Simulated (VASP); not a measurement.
Here is a VASP 6.6.1 calculation.

File INCAR:

```
SYSTEM = Al4B3Sb
  PREC = Accurate
  ENCUT = 520
  EDIFF = 1E-6
  ISMEAR = 0
  SIGMA = 0.2
  LREAL = .False.
  LASPH = .True.
  NELM = 80
  ALGO = Normal
  ISIF = 2
  LWAVE = .False.
  LCHARG = .True.
  GGA = PE
  LELF = .True.
  LVHAR = .True.
  NBANDS = 23
```

The input KPOINTS:

```
Automatic mesh
0
Gamma
  8 8 2
  0 0 0
```

Contents of POSCAR:

```
Al4B3Sb
1.0
   -3.0604845365      1.7675350652      0.0020299407
   -3.0604845365     -1.7675350652      0.0020299407
   -2.0119239608      0.0000000000     10.1596859305
Al B Sb
4 3 1
Direct
    0.8302457653      0.8302457653      0.2051799229
    0.6968036239      0.6968036239      0.6072103748
    0.3014888397      0.3014888397      0.7948177930
    0.4349020889      0.4349020889      0.3927875185
    0.0657987276      0.0657987276      0.4999989359
    0.0060222747      0.0060222747      0.6806407071
    0.1256929148      0.1256929148      0.3193536774
    0.5658403212      0.5658403212      0.0000110706
```

Potentials or basis: VASP PAW PBE potentials, release 64 (Al, B, Sb).

The run is started by

```bash
$ cat potpaw_PBE.64/Al/POTCAR potpaw_PBE.64/B/POTCAR potpaw_PBE.64/Sb/POTCAR > POTCAR
$ mpirun -np 1 vasp_std > vasp.out
```

(1) Predict the largest force.

(2) Estimate the band gap on the k mesh.

(3) What does it give for the pressure?

## Answers

(1) 0.166 eV/Å.

(2) zero (bands 13 and 14 overlap by 3.62 eV).

(3) 0.1 GPa.

Caveat: spin-orbit coupling is left out, which moves the levels of the heavy elements.
